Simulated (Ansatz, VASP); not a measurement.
## Sn in VASP and in Ansatz

```
Sn
1.0
     3.40976    0.00000    0.00000
    -1.70488    2.95294    0.00000
     0.00000    0.00000    5.51381
Sn
2
Direct
  0.33333 0.66667 0.25000
  0.66667 0.33333 0.75000
```

Alike in both runs: functional PBE; k mesh 12 × 12 × 6; occupations gaussian, width 0.1 eV; no spin polarisation.

Ansatz relaxed the structure, and its values are those at the end. VASP's run is a single point on that final structure, the one shown.

```csv
,VASP,Ansatz
version,VASP 6.6.1,Ansatz 0.2.0
potentials or method,"VASP PAW PBE potentials, release 64 (Sn_d), cutoff 520 eV","scalar-relativistic, plane waves, PAW"
valence electrons in the cell,28,28
```

|  | VASP | Ansatz | Ansatz less VASP |
| --- | --- | --- | --- |
| gap on the k mesh at the Fermi level (eV) | none | none | - |
| pressure (GPa) | 0.0 | 0.0 | +0.09 |

A gap of «none» marks a metal or a gap that the smearing closes.
